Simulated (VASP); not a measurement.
# TePb (Fm-3m) in VASP: notebook

TePb is run at these levels: HSE06; tasks: single point.

Program: VASP 6.6.1. These are calculated values, not measurements. Logs are shortened: lines on timing, memory, paths and dates and some standing lists are left out, and cuts for length are marked.

### 1 The cell of the first run

Symmetry: Fm-3m, No. 225, cubic system. Conventional cell: a = 6.568 Å, b = 6.568 Å, c = 6.568 Å, α = 90.00°, β = 90.00°, γ = 90.00°. Within 4.3 Å of Pb (site symmetry m-3m) lie 6 Te at 3.28 Å. Te (site symmetry m-3m) has 6 Pb at 3.28 Å within 4.3 Å.

### 2 Single point, HSE06 (strain +0.5%)

File POSCAR:

```
TePb
1.0
    0.0000000000      3.2841760309      3.2841760309
    3.2841760309      0.0000000000      3.2841760309
    3.2841760309      3.2841760309      0.0000000000
Pb Te
1 1
Direct
    0.0000000000      0.0000000000      0.0000000000
    0.5000000000      0.5000000000      0.5000000000
```

File INCAR.step1:

```
SYSTEM = TePb
PREC = Accurate ; ENCUT = 520
EDIFF = 1E-5 ; ISMEAR = 0
SIGMA = 0.01 ; LREAL = .FALSE.
LASPH = .TRUE. ; NELM = 60
ALGO = Normal ; ISIF = 2
LWAVE = .TRUE. ; LCHARG = .FALSE.
GGA = PE ; NBANDS = 17
```

File INCAR.step2:

```
SYSTEM = TePb
PREC = Accurate ; ENCUT = 520
EDIFF = 1E-7 ; ISMEAR = 0
SIGMA = 0.01 ; LREAL = .FALSE.
LASPH = .TRUE. ; NELM = 60
ALGO = Normal ; ISIF = 2
LWAVE = .FALSE. ; LCHARG = .FALSE.
GGA = PE ; LHFCALC = .TRUE.
HFSCREEN = 0.2079 ; PRECFOCK = Normal
ISTART = 1 ; NBANDS = 17
```

File KPOINTS:

```
regular mesh
0
G
  4 4 4
  0 0 0
```

Potentials or basis: VASP PAW PBE potentials, release 64 (Pb_d, Te).

Command:

```sh
$ cat potpaw_PBE.64/Pb_d/POTCAR potpaw_PBE.64/Te/POTCAR > POTCAR
$ cp INCAR.step1 INCAR
$ mpirun -np 1 vasp_std > vasp.out
$ cp INCAR.step2 INCAR
$ mpirun -np 1 vasp_std > vasp.out
```

OUTCAR:

```text
SYSTEM = TePb
   PREC = Accurate
   ENCUT = 520
   EDIFF = 1E-7
   ISMEAR = 0
   LREAL = .FALSE.
   LASPH = .TRUE.
   NELM = 60
   ISIF = 2
   GGA = PE
   LHFCALC = .TRUE.
   HFSCREEN = 0.2079
   PRECFOCK = Normal
   ISTART = 1

 ion  position               nearest neighbor table
   1  0.000  0.000  0.000-   2 3.28   2 3.28   2 3.28   2 3.28   2 3.28   2 3.28
   2  0.500  0.500  0.500-   1 3.28   1 3.28   1 3.28   1 3.28   1 3.28   1 3.28

  LATTYP: Found a face centered cubic cell.
 ALAT       =     6.5683520618

  Lattice vectors:

 A1 = (   0.0000000000,   3.2841760309,   3.2841760309)
 A2 = (   3.2841760309,   0.0000000000,   3.2841760309)
 A3 = (   3.2841760309,   3.2841760309,   0.0000000000)

Analysis of symmetry for initial positions (statically):
=====================================================================
 Subroutine PRICEL returns:
 Original cell was already a primitive cell.

 Routine SETGRP: Setting up the symmetry group for a
 face centered cubic supercell.

 Subroutine GETGRP returns: Found 48 space group operations
 (whereof 48 operations were pure point group operations)
 out of a pool of 48 trial point group operations.

The static configuration has the point symmetry O_h .

Analysis of symmetry for dynamics (positions and initial velocities):
=====================================================================
 Subroutine PRICEL returns:
 Original cell was already a primitive cell.

 Routine SETGRP: Setting up the symmetry group for a
 face centered cubic supercell.

 Subroutine GETGRP returns: Found 48 space group operations
 (whereof 48 operations were pure point group operations)
 out of a pool of 48 trial point group operations.

The dynamic configuration has the point symmetry O_h .

 Subroutine INISYM returns: Found 48 space group operations
 (whereof 48 operations are pure point group operations),
 and found     1 'primitive' translations

----------------------------------------------------------------------------------------

                                     Primitive cell

  volume of cell :      70.8450

  direct lattice vectors                    reciprocal lattice vectors
     0.000000000  3.284176031  3.284176031    -0.152245189  0.152245189  0.152245189
     3.284176031  0.000000000  3.284176031     0.152245189 -0.152245189  0.152245189
     3.284176031  3.284176031  0.000000000     0.152245189  0.152245189 -0.152245189

  length of vectors
     4.644526284  4.644526284  4.644526284     0.263696402  0.263696402  0.263696402

  position of ions in fractional coordinates (direct lattice)
     0.000000000  0.000000000  0.000000000
     0.500000000  0.500000000  0.500000000

  ion indices of the primitive-cell ions
   primitive index   ion index
                 1           1
                 2           2

----------------------------------------------------------------------------------------

 KPOINTS: regular mesh

Automatic generation of k-mesh.
 Grid dimensions read from file:
 generate k-points for:    4    4    4

 Generating k-lattice:

  Cartesian coordinates                     Fractional coordinates (reciprocal lattice)
    -0.038061297  0.038061297  0.038061297     0.250000000  0.000000000  0.000000000
     0.038061297 -0.038061297  0.038061297     0.000000000  0.250000000  0.000000000
     0.038061297  0.038061297 -0.038061297     0.000000000  0.000000000  0.250000000

  Length of vectors
     0.065924101  0.065924101  0.065924101

  Shift w.r.t. Gamma in fractional coordinates (k-lattice)
     0.000000000  0.000000000  0.000000000

 Subroutine IBZKPT returns following result:
 ===========================================

 Found      8 irreducible k-points:

 Following reciprocal coordinates:
            Coordinates               Weight
  0.000000  0.000000  0.000000      1.000000
  0.250000  0.000000  0.000000      8.000000
  0.500000  0.000000  0.000000      4.000000
  0.250000  0.250000  0.000000      6.000000
  0.500000  0.250000  0.000000     24.000000
 -0.250000  0.250000  0.000000     12.000000
  0.500000  0.500000  0.000000      3.000000
 -0.250000  0.500000  0.250000      6.000000
   k-points           NKPTS =      8   k-points in BZ     NKDIM =     64   number of bands    NBANDS=     17
   number of dos      NEDOS =    301   number of ions     NIONS =      2
   total plane-waves  NPLWV =  46656
   dimension x,y,z NGX =    36 NGY =   36 NGZ =   36
   dimension x,y,z NGXF=    72 NGYF=   72 NGZF=   72
   ions per type =               1   1
   NGX,Y,Z   is equivalent  to a cutoff of  12.89, 12.89, 12.89 a.u.
   NGXF,Y,Z  is equivalent  to a cutoff of  25.77, 25.77, 25.77 a.u.
 SYSTEM =  TePb
   PREC   = accura    normal or accurate (medium, high low for compatibility)
   ISTART =      1    job   : 0-new  1-cont  2-samecut
   ICHARG =      0    charge: 1-file 2-atom 10-const
   ISPIN  =      1    spin polarized calculation?
   LNONCOLLINEAR =      F non collinear calculations
   LSORBIT =      F    spin-orbit coupling
   LASPH  =      T    aspherical Exc in radial PAW
   ENCUT  =  520.0 eV  38.22 Ry    6.18 a.u.   8.64  8.64  8.64*2*pi/ulx,y,z
   NELM   =     60;   NELMIN=  2; NELMDL=  0     # of ELM steps
   EDIFF  = 0.1E-06   stopping-criterion for ELM
   LREAL  =      F    real-space projection
   EDIFFG = 0.1E-05   stopping-criterion for IOM
   NSW    =      0    number of steps for IOM
   IBRION =     -1    ionic relax: 0-MD 1-quasi-New 2-CG
   NFREE  =      0    steps in history (QN), initial steepest desc. (CG)
   ISIF   =      2    stress and relaxation
   ISYM   =      3    0-nonsym 1-usesym 2-fastsym
   POTIM  = 0.5000    time-step for ionic-motion
   TEBEG  =    0.0;   TEEND  =   0.0 temperature during run
   PSTRESS=    0.0 pullay stress
   NELECT =      20.0000    total number of electrons
   NUPDOWN=      -1.0000    fix difference up-down
   EMIN   =  10.00;   EMAX   =-10.00  energy-range for DOS
   EFERMI =   0.00;   METHOD = LEGACY
   ISMEAR =     0;   SIGMA  =   0.01  broadening in eV -4-tet -1-fermi 0-gaus
   EFERMI_NEDOS =   21; number of points for ismear=-14 and -15
   IALGO  =     38    algorithm
   IMIX   =      1    mixing-type and parameters
     AMIX     =   0.40;   BMIX     =  1.00
     AMIX_MAG =   1.60;   BMIX_MAG =  1.00
  volume/ion in A,a.u.               =      35.42       239.04
  Fermi-wavevector in a.u.,A,eV,Ry     =   1.073944  2.029460 15.692364  1.153356
  Thomas-Fermi vector in A             =   2.209758
   LORBIT       =      0    0 simple, 1 ext, 2 COOP (PROOUT), +10 PAW based schemes
   GGA     = PE    functional components
   LHFCALC =     T    Hartree Fock is set to
   PRECFOCK=normal    Normal, Fast or Accurate (Low or Medium for compatibility)
   ENCUT4O =  -1.0   cutoff for four orbital integrals eV
   NKREDX  =     1    reduce k-point grid by
   NKREDY  =     1    reduce k-point grid by
   NKREDZ  =     1    reduce k-point grid by
   AEXX    =    0.2500 exact exchange contribution
   HFSCREEN=    0.2079 screening length (either q_TF or 0.3 A-1)
   HFSCREENC=   0.2079 screening length for correlation (either q_TF or 0.3 A-1)
   ENCUTFOCK=  -1.0 apply spherical cutoff to Coloumb kernel
   IVDW    =     0    specifies the selected vdW correction
   LEPSILON=     F    determine dielectric tensor
   LRPA    =     F    only Hartree local field effects (RPA)
 non-spin polarized calculation
 Gauss-broadening in eV      SIGMA  =   0.01
  energy-cutoff  :      520.00
  volume of cell :       70.85
 maximum number of plane-waves:      1924
 NGX is ok and might be reduce to    36
  NGX = 28; NGY = 28; NGZ = 28

 number of electron      19.9999999 magnetization

 Free energy of the ion-electron system (eV)
  ---------------------------------------------------
  ext. energy  EPLUGINS =         0.00000000
  ---------------------------------------------------
  free energy    TOTEN  =        -8.96309751 eV

  energy without entropy =       -8.96309751  energy(sigma->0) =       -8.96309751

 E-fermi :   4.7545     XC(G=0):  -7.5895

 val. band max:        4.7081866955   @ k =   0.5000   0.0000   0.0000
 cond. band min:       5.9090689891   @ k =   0.5000   0.0000   0.0000
 fundamental gap:      1.2008822936
 Fermi energy:         4.7544881483

 k-point     1 :       0.0000    0.0000    0.0000
  band No.  band energies     occupation
      1     -13.7628      2.00000
      2     -13.7628      2.00000
      3     -13.7496      2.00000
      4     -13.7496      2.00000
      5     -13.7496      2.00000
      6      -8.1212      2.00000
[... 9 lines left out ...]
     16      11.2070      0.00000
     17      12.7211      0.00000

 k-point     2 :       0.2500    0.0000    0.0000
  band No.  band energies     occupation
      1     -13.7694      2.00000
      2     -13.7694      2.00000
      3     -13.7486      2.00000
      4     -13.7432      2.00000
      5     -13.7432      2.00000
      6      -7.5853      2.00000
[... 9 lines left out ...]
     16      12.3381      0.00000
     17      15.6044      0.00000

 k-point     3 :       0.5000    0.0000    0.0000
  band No.  band energies     occupation
      1     -13.7768      2.00000
      2     -13.7768      2.00000
      3     -13.7478      2.00000
      4     -13.7359      2.00000
      5     -13.7359      2.00000
      6      -6.6666      2.00000
[... 9 lines left out ...]
     16      14.7901      0.00000
     17      14.7901      0.00000

 k-point     4 :       0.2500    0.2500    0.0000
  band No.  band energies     occupation
      1     -13.7854      2.00000
      2     -13.7583      2.00000
      3     -13.7536      2.00000
      4     -13.7395      2.00000
      5     -13.7395      2.00000
      6      -7.4202      2.00000
[... 9 lines left out ...]
     16      13.9097      0.00000
     17      13.9097      0.00000

 k-point     5 :       0.5000    0.2500    0.0000
  band No.  band energies     occupation
      1     -13.7947      2.00000
      2     -13.7648      2.00000
      3     -13.7497      2.00000
      4     -13.7362      2.00000
      5     -13.7329      2.00000
      6      -6.5699      2.00000
[... 9 lines left out ...]
     16      15.2213      0.00000
     17      15.9701      0.00000

 k-point     6 :      -0.2500    0.2500    0.0000
  band No.  band energies     occupation
      1     -13.7793      2.00000
      2     -13.7737      2.00000
      3     -13.7443      2.00000
      4     -13.7399      2.00000
      5     -13.7387      2.00000
      6      -6.8445      2.00000
[... 9 lines left out ...]
     16      14.0214      0.00000
     17      14.8068      0.00000

 k-point     7 :       0.5000    0.5000    0.0000
  band No.  band energies     occupation
      1     -13.8144      2.00000
      2     -13.7575      2.00000
      3     -13.7539      2.00000
      4     -13.7286      2.00000
      5     -13.7286      2.00000
      6      -6.4246      2.00000
[... 9 lines left out ...]
     16      16.0968      0.00000
     17      16.5352      0.00000

 k-point     8 :      -0.2500    0.5000    0.2500
  band No.  band energies     occupation
      1     -13.7993      2.00000
      2     -13.7657      2.00000
      3     -13.7435      2.00000
      4     -13.7435      2.00000
      5     -13.7286      2.00000
      6      -6.2726      2.00000
[... 9 lines left out ...]
     16      16.4316      0.00000
     17      16.4512      0.00000

------------------------ aborting loop because EDIFF is reached ----------------------------------------

  FORCE on cell =-STRESS in cart. coord.  units (eV):
  Direction    XX          YY          ZZ          XY          YZ          ZX
  --------------------------------------------------------------------------------------
  -------------------------------------------------------------------------------------
  Total       -0.4846250     -0.4846250     -0.4846250      0.0000000     -0.0000000      0.0000000
  in kB      -10.9599135    -10.9599135    -10.9599135      0.0000000     -0.0000000      0.0000000
  external PRESSURE =     -10.9599135 kB  Pullay stress =       0.0000000 kB

 VOLUME and BASIS-vectors are now :
 -----------------------------------------------------------------------------
  energy-cutoff  :      520.00
  volume of cell :       70.85
      direct lattice vectors                 reciprocal lattice vectors
     0.000000000  3.284176031  3.284176031    -0.152245189  0.152245189  0.152245189
     3.284176031  0.000000000  3.284176031     0.152245189 -0.152245189  0.152245189
     3.284176031  3.284176031  0.000000000     0.152245189  0.152245189 -0.152245189

 POSITION                                       TOTAL-FORCE (eV/Angst)
 -----------------------------------------------------------------------------------
      0.00000      0.00000      0.00000         0.000000      0.000000     -0.000000
      3.28418      3.28418      3.28418        -0.000000     -0.000000      0.000000
 -----------------------------------------------------------------------------------
    total drift:                                0.000002      0.000000     -0.000001

  FREE ENERGIE OF THE ION-ELECTRON SYSTEM (eV)
  ---------------------------------------------------
  free  energy   TOTEN  =        -8.9630975096 eV

  energy  without entropy=       -8.9630975096  energy(sigma->0) =       -8.96309751
```

Run time: 18 min. Hardware: 1 thread of Intel Xeon Platinum 8488C (Sapphire Rapids), shared host; peak memory 0.32 GiB.

Results:

* Free energy: -8.9631 eV
* Pressure: -1.1 GPa
* Band gap on the k mesh: 1.20 eV

Levels at points of the mesh, in eV from the valence-band top:
| k point | band 6 | band 7 | band 8 | band 9 | band 10 | band 11 | band 12 | band 13 | band 14 | band 15 |
| --- | --- | --- | --- | --- | --- | --- | --- | --- | --- | --- |
| (0.00, 0.00, 0.00) | -12.83 | -6.04 | -1.37 | -1.37 | -1.37 | 4.72 | 4.72 | 4.72 | 6.50 | 6.50 |
| (0.50, 0.00, 0.00) | -11.37 | -9.11 | -0.93 | -0.93 | 0.00 | 1.20 | 1.79 | 1.79 | 9.10 | 9.93 |
| (0.50, 0.50, 0.00) | -11.13 | -7.76 | -4.64 | -2.86 | -2.86 | 3.94 | 6.10 | 6.10 | 7.33 | 10.83 |

Caveat: the cell differs from its parent crystal (strain +0.5%); the structure was generated, so it needn't be the stable form of TePb; the PAW data sets were made with another functional, which shifts forces and pressure a little; spin-orbit coupling is left out, which moves the levels of the heavy elements.

### 3 Single point, HSE06 (strain +4.0%)

File POSCAR:

```
TePb
1.0
    0.0000000000      3.3985503205      3.3985503205
    3.3985503205      0.0000000000      3.3985503205
    3.3985503205      3.3985503205      0.0000000000
Pb Te
1 1
Direct
    0.0000000000      0.0000000000      0.0000000000
    0.5000000000      0.5000000000      0.5000000000
```

File INCAR.step1:

```
ALGO = Normal
EDIFF = 1E-5
ENCUT = 520
GGA = PE
ISIF = 2
ISMEAR = 0
LASPH = True
LREAL = False
LWAVE = True
NBANDS = 17
NELM = 100
PREC = Accurate
SIGMA = 0.01
```

File INCAR.step2:

```
ALGO = Normal
EDIFF = 1E-6
ENCUT = 520
GGA = PE
HFSCREEN = 0.2079
ISIF = 2
ISMEAR = 0
ISTART = 1
LASPH = True
LCHARG = True
LELF = True
LHFCALC = True
LREAL = False
LVHAR = True
LWAVE = False
NBANDS = 17
NELM = 100
PREC = Accurate
PRECFOCK = Normal
SIGMA = 0.01
```

File KPOINTS:

```
k-points
0
Gamma
  4 4 4
```

Potentials or basis: VASP PAW PBE potentials, release 64 (Pb_d, Te).

Command:

```sh
$ cat potpaw_PBE.64/Pb_d/POTCAR potpaw_PBE.64/Te/POTCAR > POTCAR
$ cp INCAR.step1 INCAR
$ mpirun -np 1 vasp_std > vasp.out
$ cp INCAR.step2 INCAR
$ mpirun -np 1 vasp_std > vasp.out
```

It took 18 min on 1 thread of Intel Xeon Platinum 8488C (Sapphire Rapids), shared host; peak memory 0.32 GiB.

It converged, with:

```yaml
Free_energy: -8.8332 eV
Pressure: -4.1 GPa
Band_gap_on_the_k_mesh: 1.39 eV
```

Levels at points of the mesh, in eV from the valence-band top:
```tsv
k point	band 7	band 8	band 9	band 10	band 11	band 12	band 13	band 14
(0.00, 0.00, 0.00)	-6.29	-0.97	-0.97	-0.97	4.58	4.58	4.58	6.73
(0.50, 0.00, 0.00)	-8.62	-0.59	-0.59	0.00	1.39	2.03	2.03	8.97
(0.50, 0.50, 0.00)	-7.62	-3.83	-2.27	-2.27	4.37	5.73	5.73	6.75
```

Caveat: the cell differs from its parent crystal (strain +4.0%); the cell stands under tension; the structure was generated, so it needn't be the stable form of TePb; the PAW data sets were made with another functional, which shifts forces and pressure a little; spin-orbit coupling is left out, which moves the levels of the heavy elements. A k mesh can miss the band edges.
